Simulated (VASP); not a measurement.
# Ti (P6/mmm) in VASP: a series of runs, part 2 of 2

VASP 6.6.1. The steps go on from the part before.

## Step 3: Single point, r2SCAN (strain -0.050 along x and y, -0.025 along z)

File POSCAR:

```
Ti
1.0
    4.3396206209      0.0000000000      0.0000000000
   -2.1698103104      3.7582217005      0.0000000000
    0.0000000000      0.0000000000      2.7539488634
Ti
3
Direct
    0.0000000000      0.0000000000      0.0000000000
    0.3333333333      0.6666666667      0.5000000000
    0.6666666667      0.3333333333      0.5000000000
```

File INCAR.step1:

```
PREC = Accurate
ENCUT = 520
ISMEAR = 0
SIGMA = 0.15
LREAL = F
LASPH = T
NELM = 80
NBANDS = 25
GGA = PE
ALGO = Normal
EDIFF = 1E-4
LWAVE = T
LCHARG = F
```

File INCAR.step2:

```
PREC = Accurate
ENCUT = 520
EDIFF = 1E-6
ISMEAR = 0
SIGMA = 0.15
LREAL = F
LASPH = T
NELM = 80
ALGO = Normal
ISIF = 2
LWAVE = F
LCHARG = F
METAGGA = R2SCAN
LMIXTAU = T
NBANDS = 25
ISTART = 1
```

File KPOINTS:

```
Automatic mesh
0
Gamma
  12 12 16
```

Potentials or basis: VASP PAW PBE potentials, release 64 (Ti_sv).

Started as:

```bash
cat potpaw_PBE.64/Ti_sv/POTCAR > POTCAR
cp INCAR.step1 INCAR
mpirun -np 1 vasp_std > vasp.out
cp INCAR.step2 INCAR
mpirun -np 1 vasp_std > vasp.out
```

OUTCAR:

```text
PREC = Accurate
   ENCUT = 520
   EDIFF = 1E-6
   ISMEAR = 0
   LREAL = F
   LASPH = T
   NELM = 80
   ISIF = 2
   METAGGA = R2SCAN
   ISTART = 1

 ion  position               nearest neighbor table
   1  0.000  0.000  0.000-   2 2.86   3 2.86   2 2.86   3 2.86   2 2.86   2 2.86   3 2.86   3 2.86
                             3 2.86   3 2.86   2 2.86   2 2.86
   2  0.333  0.667  0.500-   3 2.51   3 2.51   3 2.51   1 2.86   1 2.86   1 2.86   1 2.86   1 2.86
                             1 2.86
   3  0.667  0.333  0.500-   2 2.51   2 2.51   2 2.51   1 2.86   1 2.86   1 2.86   1 2.86   1 2.86
                             1 2.86

  LATTYP: Found a hexagonal cell.
 ALAT       =     4.3396206209
 C/A-ratio  =     0.6346059031

  Lattice vectors:

 A1 = (   4.3396206209,   0.0000000000,   0.0000000000)
 A2 = (  -2.1698103104,   3.7582217005,   0.0000000000)
 A3 = (   0.0000000000,   0.0000000000,   2.7539488634)

Analysis of symmetry for initial positions (statically):
=====================================================================
 Subroutine PRICEL returns:
 Original cell was already a primitive cell.

 Routine SETGRP: Setting up the symmetry group for a
 hexagonal supercell.

 Subroutine GETGRP returns: Found 24 space group operations
 (whereof 24 operations were pure point group operations)
 out of a pool of 24 trial point group operations.

The static configuration has the point symmetry D_6h.

Analysis of symmetry for dynamics (positions and initial velocities):
=====================================================================
 Subroutine PRICEL returns:
 Original cell was already a primitive cell.

 Routine SETGRP: Setting up the symmetry group for a
 hexagonal supercell.

 Subroutine GETGRP returns: Found 24 space group operations
 (whereof 24 operations were pure point group operations)
 out of a pool of 24 trial point group operations.
[... 118 lines left out ...]
   ISMEAR =     0;   SIGMA  =   0.15  broadening in eV -4-tet -1-fermi 0-gaus
   EFERMI_NEDOS =   21; number of points for ismear=-14 and -15
   IALGO  =     38    algorithm
   IMIX   =      4    mixing-type and parameters
     AMIX     =   0.40;   BMIX     =  1.00
     AMIX_MAG =   1.60;   BMIX_MAG =  1.00
  volume/ion in A,a.u.               =      14.97       101.03
  Fermi-wavevector in a.u.,A,eV,Ry     =   1.520707  2.873720 31.464166  2.312551
  Thomas-Fermi vector in A             =   2.629521
   LORBIT       =      0    0 simple, 1 ext, 2 COOP (PROOUT), +10 PAW based schemes
   METAGGA = R2SCAN    functional components
   LHFCALC =     F    Hartree Fock is set to
   AEXX    =    0.0000 exact exchange contribution
   IVDW    =     0    specifies the selected vdW correction
   LEPSILON=     F    determine dielectric tensor
   LRPA    =     F    only Hartree local field effects (RPA)
 non-spin polarized calculation
 Gauss-broadening in eV      SIGMA  =   0.15
  energy-cutoff  :      520.00
  volume of cell :       44.91
 maximum number of plane-waves:      1230
   NGX = 17   NGY = 17   NGZ = 11

 number of electron      36.0000009 magnetization

 Free energy of the ion-electron system (eV)
  ---------------------------------------------------
  ext. energy  EPLUGINS =         0.00000000
  ---------------------------------------------------
  free energy    TOTEN  =       -38.55127937 eV

  energy without entropy =      -38.52469343  energy(sigma->0) =      -38.53798640

 E-fermi :  10.0004     XC(G=0): -13.1860

 val. band max:        9.9906464351   @ k =   0.2500   0.2500   0.3125
 cond. band min:      10.0019009933   @ k =   0.3333   0.2500   0.0000
 fundamental gap:      0.0112545582
 Fermi energy:        10.0004247053

 k-point     1 :       0.0000    0.0000    0.0000
  band No.  band energies     occupation
      1     -49.0396      2.00000
      2     -48.7711      2.00000
      3     -48.5111      2.00000
      4     -24.4088      2.00000
      5     -24.4088      2.00000
      6     -24.3600      2.00000
[... 661 lines left out ...]
     24      12.6049      0.00000
     25      13.1142      0.00000

 [... further k-points ...]

------------------------ aborting loop because EDIFF is reached ----------------------------------------

  FORCE on cell =-STRESS in cart. coord.  units (eV):
  Direction    XX          YY          ZZ          XY          YZ          ZX
  --------------------------------------------------------------------------------------
  -------------------------------------------------------------------------------------
  Total        5.8292390      5.8292390      4.5156160      0.0000000      0.0000000     -0.0000000
  in kB      207.9373049    207.9373049    161.0784914      0.0000000      0.0000000     -0.0000000
  external PRESSURE =     192.3177004 kB  Pullay stress =       0.0000000 kB

 VOLUME and BASIS-vectors are now :
 -----------------------------------------------------------------------------
  energy-cutoff  :      520.00
  volume of cell :       44.91
      direct lattice vectors                 reciprocal lattice vectors
     4.339620621  0.000000000  0.000000000     0.230434890  0.133041646  0.000000000
    -2.169810310  3.758221701  0.000000000     0.000000000  0.266083291  0.000000000
     0.000000000  0.000000000  2.753948863     0.000000000  0.000000000  0.363114949

 POSITION                                       TOTAL-FORCE (eV/Angst)
 -----------------------------------------------------------------------------------
      0.00000      0.00000      0.00000        -0.000000      0.000000      0.000000
     -0.00000      2.50548      1.37697         0.000000      0.000000      0.000000
      2.16981      1.25274      1.37697        -0.000000     -0.000000      0.000000
 -----------------------------------------------------------------------------------
    total drift:                               -0.000000      0.000000      0.000000

  FREE ENERGIE OF THE ION-ELECTRON SYSTEM (eV)
  ---------------------------------------------------
  free  energy   TOTEN  =       -38.5512793669 eV

  energy  without entropy=      -38.5246934290  energy(sigma->0) =      -38.53798640
```

Run time: 6.4 min. Hardware: 1 thread of AMD EPYC 9R45 (Zen 5), shared host; peak memory 0.24 GiB.

Results:

- Free energy: -38.5513 eV
- Pressure: 19.2 GPa
- Band gap on the k mesh: zero (bands 18 and 19 overlap by 0.50 eV)

Levels at points of the mesh, in eV from the Fermi level:
| k point | band 16 | band 17 | band 18 | band 19 | band 20 | band 21 |
| --- | --- | --- | --- | --- | --- | --- |
| (0.00, 0.00, 0.00) | -0.81 | -0.77 | -0.77 | 0.18 | 1.05 | 1.61 |
| (0.50, 0.00, 0.00) | -0.61 | -0.45 | -0.42 | 0.06 | 0.83 | 0.98 |
| (0.00, 0.00, 0.50) | -2.16 | -2.16 | -2.09 | 1.32 | 1.32 | 1.57 |
| (0.50, 0.00, 0.50) | -1.61 | -1.03 | -0.92 | 0.41 | 0.94 | 1.26 |

Caveat: the cell differs from its parent crystal (strain -0.050 along x and y, -0.025 along z); the cell stands under pressure; the PAW data sets were made with another functional, which shifts forces and pressure a little.

## Step 4: Single point, r2SCAN (strain -0.050 along x and y, +0.000 along z)

POSCAR: that of step 3 with these lines changed.

```diff
@@ -4,3 +4,3 @@
    -2.1698103104      3.7582217005      0.0000000000
-    0.0000000000      0.0000000000      2.7539488634
+    0.0000000000      0.0000000000      2.8245629368
 Ti
```

File INCAR.step1:

```
ALGO = Normal
EDIFF = 1E-4
ENCUT = 520
GGA = PE
ISMEAR = 0
LASPH = T
LCHARG = F
LREAL = F
LWAVE = T
NBANDS = 25
NELM = 100
PREC = Accurate
SIGMA = 0.15
```

File INCAR.step2:

```
ALGO = Normal
EDIFF = 1E-6
ENCUT = 520
ISIF = 2
ISMEAR = 0
ISTART = 1
LASPH = T
LCHARG = T
LELF = T
LMIXTAU = T
LREAL = F
LVHAR = T
LWAVE = F
METAGGA = R2SCAN
NBANDS = 25
NELM = 100
PREC = Accurate
SIGMA = 0.15
```

File KPOINTS:

```
k-points
0
Gamma
  12 12 16
```

Potentials or basis: VASP PAW PBE potentials, release 64 (Ti_sv).

Started as:

```bash
cat potpaw_PBE.64/Ti_sv/POTCAR > POTCAR
cp INCAR.step1 INCAR
mpirun -np 1 vasp_std > vasp.out
cp INCAR.step2 INCAR
mpirun -np 1 vasp_std > vasp.out
```

OUTCAR:

```text
EDIFF = 1E-6
   ENCUT = 520
   ISIF = 2
   ISMEAR = 0
   ISTART = 1
   LASPH = T
   LREAL = F
   METAGGA = R2SCAN
   NELM = 100
   PREC = Accurate

 ion  position               nearest neighbor table
   1  0.000  0.000  0.000-   2 2.88   3 2.88   2 2.88   3 2.88   2 2.88   2 2.88   3 2.88   3 2.88
                             3 2.88   3 2.88   2 2.88   2 2.88
   2  0.333  0.667  0.500-   3 2.51   3 2.51   3 2.51   1 2.88   1 2.88   1 2.88   1 2.88   1 2.88
                             1 2.88
   3  0.667  0.333  0.500-   2 2.51   2 2.51   2 2.51   1 2.88   1 2.88   1 2.88   1 2.88   1 2.88
                             1 2.88

  LATTYP: Found a hexagonal cell.
 ALAT       =     4.3396206209
 C/A-ratio  =     0.6508778494

  Lattice vectors:

 A1 = (   4.3396206209,   0.0000000000,   0.0000000000)
 A2 = (  -2.1698103104,   3.7582217005,   0.0000000000)
 A3 = (   0.0000000000,   0.0000000000,   2.8245629368)

Analysis of symmetry for initial positions (statically):
=====================================================================
 Subroutine PRICEL returns:
 Original cell was already a primitive cell.
[... 169 lines left out ...]

  energy without entropy =      -38.61076066  energy(sigma->0) =      -38.62384816

 E-fermi :   9.7214     XC(G=0): -13.0452

 val. band max:        9.7144500453   @ k =   0.3333   0.3333   0.1875
 cond. band min:       9.7286229979   @ k =   0.5000   0.0000   0.2500
 fundamental gap:      0.0141729525
 Fermi energy:         9.7214443590

 k-point     1 :       0.0000    0.0000    0.0000
  band No.  band energies     occupation
      1     -49.3955      2.00000
      2     -49.1214      2.00000
      3     -48.8499      2.00000
      4     -24.7436      2.00000
      5     -24.7436      2.00000
      6     -24.7084      2.00000
[... 661 lines left out ...]
     24      12.2946      0.00000
     25      12.6332      0.00000

 [... further k-points ...]

------------------------ aborting loop because EDIFF is reached ----------------------------------------

  FORCE on cell =-STRESS in cart. coord.  units (eV):
  Direction    XX          YY          ZZ          XY          YZ          ZX
  --------------------------------------------------------------------------------------
  -------------------------------------------------------------------------------------
  Total        5.2283159      5.2283159      2.2066857      0.0000000      0.0000000     -0.0000000
  in kB      181.8389813    181.8389813     76.7477495      0.0000000      0.0000000     -0.0000000
  external PRESSURE =     146.8085707 kB  Pullay stress =       0.0000000 kB

 VOLUME and BASIS-vectors are now :
 -----------------------------------------------------------------------------
  energy-cutoff  :      520.00
  volume of cell :       46.07
      direct lattice vectors                 reciprocal lattice vectors
     4.339620621  0.000000000  0.000000000     0.230434890  0.133041646  0.000000000
    -2.169810310  3.758221701  0.000000000     0.000000000  0.266083291  0.000000000
     0.000000000  0.000000000  2.824562937     0.000000000  0.000000000  0.354037075

 POSITION                                       TOTAL-FORCE (eV/Angst)
 -----------------------------------------------------------------------------------
      0.00000      0.00000      0.00000         0.000000     -0.000000      0.000000
     -0.00000      2.50548      1.41228        -0.000000     -0.000000     -0.000000
      2.16981      1.25274      1.41228         0.000000      0.000000      0.000000
 -----------------------------------------------------------------------------------
    total drift:                               -0.000000      0.000000      0.000000

  FREE ENERGIE OF THE ION-ELECTRON SYSTEM (eV)
  ---------------------------------------------------
  free  energy   TOTEN  =       -38.6369356585 eV

  energy  without entropy=      -38.6107606611  energy(sigma->0) =      -38.62384816
```

OSZICAR.step1:

```text
N       E                     dE             d eps       ncg     rms          rms(c)
DAV:   1     0.435587199326E+03    0.43559E+03   -0.18598E+04  8558   0.183E+03
DAV:   2     0.239055617327E+02   -0.41168E+03   -0.40435E+03  8627   0.523E+02
DAV:   3    -0.223981386638E+02   -0.46304E+02   -0.45150E+02 15613   0.150E+02
DAV:   4    -0.257193906724E+02   -0.33213E+01   -0.33023E+01 12212   0.382E+01
DAV:   5    -0.258389883597E+02   -0.11960E+00   -0.11953E+00 13387   0.626E+00    0.168E+01
DAV:   6    -0.232596869052E+02    0.25793E+01   -0.89996E+00 11412   0.311E+01    0.493E+00
DAV:   7    -0.234095825531E+02   -0.14990E+00   -0.28153E+00 12527   0.162E+01    0.431E+00
DAV:   8    -0.232313500336E+02    0.17823E+00   -0.13029E+00 13605   0.106E+01    0.236E+00
DAV:   9    -0.232801490105E+02   -0.48799E-01   -0.33458E-01 11380   0.617E+00    0.866E-01
DAV:  10    -0.232685045353E+02    0.11644E-01   -0.72294E-02 11499   0.332E+00    0.121E-01
DAV:  11    -0.232691821291E+02   -0.67759E-03   -0.69472E-03 11753   0.769E-01    0.134E-01
DAV:  12    -0.232692720076E+02   -0.89878E-04   -0.55341E-04 11139   0.232E-01
   1 F= -.23269272E+02 E0= -.23254506E+02  d E =-.295327E-01
```

Run time: 7.2 min. Hardware: 1 thread of AMD EPYC 9R45 (Zen 5), shared host; peak memory 0.25 GiB.

What came out:

```yaml
Free_energy: -38.6369 eV
Pressure: 14.7 GPa
Band_gap_on_the_k_mesh: zero (bands 18 and 19 overlap by 0.54 eV)
```

Levels at points of the mesh, in eV from the Fermi level:
| k point | band 16 | band 17 | band 18 | band 19 | band 20 | band 21 |
| --- | --- | --- | --- | --- | --- | --- |
| (0.00, 0.00, 0.00) | -0.78 | -0.74 | -0.74 | 0.31 | 1.18 | 1.59 |
| (0.50, 0.00, 0.00) | -0.60 | -0.36 | -0.36 | 0.13 | 0.73 | 0.94 |
| (0.00, 0.00, 0.50) | -2.27 | -2.11 | -2.11 | 1.39 | 1.39 | 1.48 |
| (0.50, 0.00, 0.50) | -1.56 | -1.15 | -0.96 | 0.43 | 0.86 | 1.10 |

Caveat: the cell differs from its parent crystal (strain -0.050 along x and y, +0.000 along z); the stress differs along the axes, from 8 to 18 GPa; the PAW data sets were made with another functional, which shifts forces and pressure a little.

## Step 5: Overview

```csv
cell,gap on the mesh (eV),pressure (GPa)
"a = 4.340, b = 4.340, c = 2.683 Å, angles 90.0, 90.0, 120.0°, 3 atoms",none,24.4
"a = 4.340, b = 4.340, c = 2.754 Å, angles 90.0, 90.0, 120.0°, 3 atoms",none,19.2
"a = 4.340, b = 4.340, c = 2.825 Å, angles 90.0, 90.0, 120.0°, 3 atoms",none,14.7
```

Alike in all rows: task single point; level r2SCAN; potentials or basis VASP PAW PBE potentials, release 64 (Ti_sv); no spin polarisation; k mesh 12 × 12 × 16; cutoff (eV) 520; smearing gaussian 0.15 eV.

Caveats: the PAW data sets were made with another functional, which shifts forces and pressure a little; the cell stands under pressure (at least some runs); the stress differs along the axes, from 8 to 18 GPa (at least some runs).

Total energies depend on the potentials used, so only differences within one code and one set of settings carry meaning.
